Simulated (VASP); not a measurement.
A run of VASP 6.6.1 is set up as follows.

Contents of INCAR:

```
SYSTEM = WC
PREC     = Accurate       ! precision mode
ENCUT    = 600            ! plane-wave cutoff, eV
EDIFF    = 1E-6           ! SCF threshold, eV
ISMEAR   = -5             ! smearing method
SIGMA    = 0.1            ! smearing width, eV
LREAL    = .False.        ! projectors in reciprocal space
LASPH    = .True.         ! aspherical terms in the spheres
NELM     = 150            ! most SCF steps
ALGO     = Normal         ! electronic algorithm
ISIF     = 3              ! what is computed and relaxed
LWAVE    = .False.        ! write WAVECAR
LCHARG   = .False.        ! write CHGCAR
LMAXMIX  = 4              ! l up to which the mixer works
LDAU     = .True.         ! DFT+U
LDAUTYPE = 1            
LDAUL    = 2 -1           ! shell
LDAUU    = 4.66 0         ! U, eV
LDAUJ    = 0.92 0       
LDAUPRINT= 1            
GGA      = PE             ! functional
IBRION   = 2              ! ionic algorithm
NSW      = 60             ! ionic steps
EDIFFG   = -0.01          ! ionic threshold
```

The input KPOINTS:

```
Automatic mesh
0
Gamma
  7 7 7
  0 0 0
```

File POSCAR:

```
WC
1.0
   -2.9209057000      0.0000000000     -2.8535823600
    1.4604528500     -2.5295736700      0.0000000000
   -2.9209057000      0.0000000000      2.8535823600
W C
2 2
Direct
    0.0000000000      0.0000000000      0.0000000000
    0.5000000000      0.0000000000      0.5000000000
    0.9166650000      0.6666700000      0.4166650000
    0.4166650000      0.6666700000      0.9166650000
```

Potentials or basis: VASP PAW PBE potentials, release 64 (W_sv, C).

Launch:

```sh
$ cat potpaw_PBE.64/W_sv/POTCAR potpaw_PBE.64/C/POTCAR > POTCAR
$ mpirun -np 1 vasp_std > vasp.out
```

(1) Estimate the relaxed cell.

(2) Estimate the band gap on the k mesh.

(3) What does it give for the relaxed volume?

Answers

(1) a = 4.112 Å, b = 2.943 Å, c = 4.112 Å, α = 110.97°, β = 88.51°, γ = 110.97°.

(2) zero (band 18 reaches 11.23 eV, above the bottom of band 19 at 10.47 eV).

(3) 10.78 Å³/atom.

Caveat: spin-orbit coupling is left out, which moves the levels of the heavy elements; U without spin polarisation on a metal has little footing; the U is typed as a test and isn't derived for this compound; tetrahedron occupations give inexact forces and stress in metals.
